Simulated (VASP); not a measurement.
Set up this calculation in VASP 6.6.1, as the native input.

```yaml
Task: single point
Functional: PBEsol
Potentials_or_basis: VASP PAW PBE potentials, release 64 (Ge_d)
Cutoff: 520 eV
k_mesh: 8 × 8 × 8
Occupations: fermi-dirac, width 0.05 eV
Spin: non-collinear spin, zero start, spin-orbit coupling
Starting_moments: "[[0.0, 0.0, 0.0], [0.0, 0.0, 0.0]] μB"
Dipole_correction: no
Further_INCAR_settings: ALGO = Normal; EDIFF = 1e-06; NBANDS = 40
```

The structure of Ge lies in POSCAR:

```
Ge
1.0
    0.0000000000      2.8289100000      2.8289100000
    2.8289100000      0.0000000000      2.8289100000
    2.8289100000      2.8289100000      0.0000000000
Ge
2
Direct
    0.7500000000      0.7500000000      0.7500000000
    0.5000000000      0.5000000000      0.5000000000
```

One way to write it, as run:

INCAR

```
SYSTEM = Ge
PREC = Accurate ; ENCUT = 520
EDIFF = 1E-6 ; ISMEAR = -1
SIGMA = 0.05 ; LREAL = .False.
LASPH = .True. ; NELM = 150
ALGO = Normal ; ISIF = 2
LWAVE = .False. ; LCHARG = .True.
MAGMOM = 0 0 0 0 0 0 ; LORBIT = 11
LSORBIT = .True. ; GGA_COMPAT = .False.
LORBMOM = .True. ; GGA = PS
LVHAR = .True. ; NBANDS = 40
```

KPOINTS

```
regular mesh
0
Gamma
  8 8 8
  0 0 0
```

Potentials or basis: VASP PAW PBE potentials, release 64 (Ge_d).

The run is started by

```console
$ cat potpaw_PBE.64/Ge_d/POTCAR > POTCAR
$ mpirun -np 1 vasp_ncl > vasp.out
```

Results of the run:

```json
{
  "Pressure": "0.6 GPa",
  "Net moment": "0.00 μB per cell",
  "Valence electrons inside the program's atomic spheres": "Ge 12.41"
}
```

Caveat: the PAW data sets were made with another functional, which shifts forces and pressure a little.

Wall time 49 s on 1 thread of Intel(R) Xeon(R) 6975P-C (Granite Rapids), with other jobs on the host, peak memory 0.3 GiB.
